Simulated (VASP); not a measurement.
Mg2Si: single point with PBE

The system is Mg2Si.

```
CELL_PARAMETERS angstrom
0.00000 3.14919 3.14919
3.14919 0.00000 3.14919
3.14919 3.14919 0.00000
ATOMIC_POSITIONS crystal
Si 0.00000 0.00000 0.00000
Mg 0.25000 0.25000 0.25000
Mg 0.75000 0.75000 0.75000
```

```json
{
  "Program": "VASP 6.6.1",
  "Task": "single point",
  "Functional": "PBE",
  "Potentials or basis": "VASP PAW PBE potentials, release 64 (Si, Mg)",
  "Cutoff": "600 eV",
  "k mesh": "6 × 6 × 6",
  "Occupations": "gaussian, width 0.01 eV",
  "Spin": "no spin polarisation",
  "Dipole correction": "no",
  "Further INCAR settings": "ALGO = Normal; EDIFF = 1e-06; NBANDS = 11"
}
```

```yaml
Pressure: 1.7 GPa
Band_gap_on_the_k_mesh: 0.17 eV (least direct gap 2.02 eV)
```

Levels at points of the mesh, in eV from the valence-band top:
| k point | band 1 | band 2 | band 3 | band 4 | band 5 | band 6 | band 7 | band 8 | band 9 |
| --- | --- | --- | --- | --- | --- | --- | --- | --- | --- |
| (0.00, 0.00, 0.00) | -9.22 | 0.00 | 0.00 | 0.00 | 2.02 | 2.60 | 2.60 | 2.60 | 5.66 |
| (0.50, 0.00, 0.00) | -7.75 | -4.84 | -0.71 | -0.71 | 1.35 | 2.56 | 2.56 | 5.07 | 8.06 |
| (0.50, 0.50, 0.00) | -7.17 | -4.50 | -1.98 | -1.98 | 0.17 | 0.44 | 8.07 | 8.07 | 8.51 |

It took 33 s on 1 thread of Intel Xeon 8259CL, on a shared host, peak memory 0.2 GiB.

Caveat: the structure was generated, so it needn't be the stable form of Mg2Si; semilocal functionals underestimate gaps, and a narrow one can read as zero. A k mesh can miss the band edges.
